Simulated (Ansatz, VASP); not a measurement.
**SrNiPt3: VASP beside Ansatz**

```
Sr Ni Pt
1.0
     4.40684    0.00000    0.00000
     0.00000    4.40684    0.00000
     0.00000    0.00000    5.01838
Sr Ni Pt
1 1 3
Direct
  0.00000 0.00000 0.90077
  0.50000 0.50000 0.63592
  0.50000 0.50000 0.10716
  0.00000 0.50000 0.40808
  0.50000 0.00000 0.40808
```

Alike in both runs: functional PBE; k mesh 8 × 8 × 8; occupations gaussian, width 0.1 eV; no spin polarisation.

Ansatz relaxed the structure, and its values are those at the end. VASP's run is a single point on that final structure, the one shown.

|  | VASP | Ansatz |
| --- | --- | --- |
| version | VASP 6.6.1 | Ansatz 0.2.0 |
| potentials or method | VASP PAW PBE potentials, release 64 (Sr_sv, Ni, Pt), cutoff 520 eV | scalar-relativistic, plane waves, PAW |
| valence electrons in the cell | 50 | 82 |

```tsv
	VASP	Ansatz	Ansatz less VASP
gap on the k mesh at the Fermi level (eV)	none	none	-
pressure (GPa)	-0.1	0.0	+0.07
rms of the force components (eV/Å)	0.013	0.002	-0.0112
```

A gap of «none» marks a metal or a gap that the smearing closes. VASP's potentials hold 50 valence electrons a cell and Ansatz's 82, so a difference there can come from the potentials and not from the codes.

Neither program's run includes spin-orbit coupling.
